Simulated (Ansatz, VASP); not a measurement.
**Two plane-wave programs on SnSe2**

The input POSCAR:

```
SnSe2
1.0
    6.5024438821      0.0000000000      0.0000000000
    0.0000000000      6.5024438821      0.0000000000
    0.0000000000      0.0000000000      3.9541951906
Sn Se
2 4
Direct
    0.0000000000      0.0000000000      0.0000000000
    0.5000000000      0.5000000000      0.5000000000
    0.3072983668      0.3072983668      0.0000000000
    0.1927016332      0.8072983668      0.5000000000
    0.8072983668      0.1927016332      0.5000000000
    0.6927016332      0.6927016332      0.0000000000
```

File INCAR.step1:

```
ALGO = Normal
EDIFF = 1E-5
ENCUT = 520
GGA = PE
ISIF = 2
ISMEAR = 0
LASPH = T
LCHARG = F
LREAL = F
LWAVE = T
NBANDS = 35
NELM = 60
PREC = Accurate
SIGMA = 0.01
```

INCAR.step2

```
AEXX = 0.25
ALGO = Normal
EDIFF = 1E-7
ENCUT = 520
GGA = PE
ISIF = 2
ISMEAR = 0
ISTART = 1
LASPH = T
LCHARG = F
LHFCALC = T
LREAL = F
LWAVE = F
NBANDS = 35
NELM = 60
PREC = Accurate
PRECFOCK = Fast
SIGMA = 0.01
```

The input KPOINTS:

```
k-points
0
Gamma
  2 2 4
```

Input for Ansatz:

```yaml
crystal:
  lattice:
    - [6.5024438821, 0.0, 0.0]
    - [0.0, 6.5024438821, 0.0]
    - [0.0, 0.0, 3.9541951906]
  atoms:
    - { symbol: Sn, position: [0.0, 0.0, 0.0] }
    - { symbol: Sn, position: [0.5, 0.5, 0.5] }
    - { symbol: Se, position: [0.3072983668, 0.3072983668, 0.0] }
    - { symbol: Se, position: [0.1927016332, 0.8072983668, 0.5] }
    - { symbol: Se, position: [0.8072983668, 0.1927016332, 0.5] }
    - { symbol: Se, position: [0.6927016332, 0.6927016332, 0.0] }
kpoints:
  mp_grid: { grid: [2, 2, 4] }
  band_path:
    path:
      - [0.0, 0.0, 0.0]
      - [0.0, 0.5, 0.0]
      - [0.5, 0.5, 0.0]
      - [0.0, 0.0, 0.5]
      - [0.0, 0.5, 0.5]
      - [0.5, 0.5, 0.5]
      - [0.0, 0.0, 0.1666666667]
      - [0.2, 0.2, 0.0]
    npoints: 1
hamiltonian:
  xc: pbe0
scf:
  occupations: { method: fixed }
  n_extra_bands: 5
output:
  forces: true
  stress: true
  eigenvalues: true
  write_density: true
  write_potential: true
  elf: true
  volumetric_format: npy
```

Alike in both runs: task single point; functional PBE0; k mesh 2 × 2 × 4; no spin polarisation.

```csv
,VASP,Ansatz
version,VASP 6.6.1,Ansatz 0.2.0
potentials or method,"VASP PAW PBE potentials, release 64 (Sn_d, Se)","plane waves, PAW"
plane-wave cutoff (eV),520,420
occupations,"gaussian, width 0.01 eV",fixed
valence electrons in the cell,52,92
```

Ansatz gave:

```
gap on the k mesh at the Fermi level (eV)                     : 1.03
pressure (GPa)                                                : -0.7
traceless stress, the component that is largest in VASP (GPa) : 0.51
rms of the force components (eV/Å)                            : 0.056
```

Which values does VASP return?

gap on the k mesh at the Fermi level (eV): 1.14; pressure (GPa): -0.9; traceless stress, the component that is largest in VASP (GPa): 0.49; rms of the force components (eV/Å): 0.054.

Atom by atom the forces differ by 0.003 eV/Å (rms over components). VASP's potentials hold 52 valence electrons a cell and Ansatz's 92, so a difference there can come from the potentials and not from the codes. Ansatz's warnings: stress exchange threshold loose, stress scf threshold loose.

The k mesh is coarse, so the values compare programs but aren't converged.
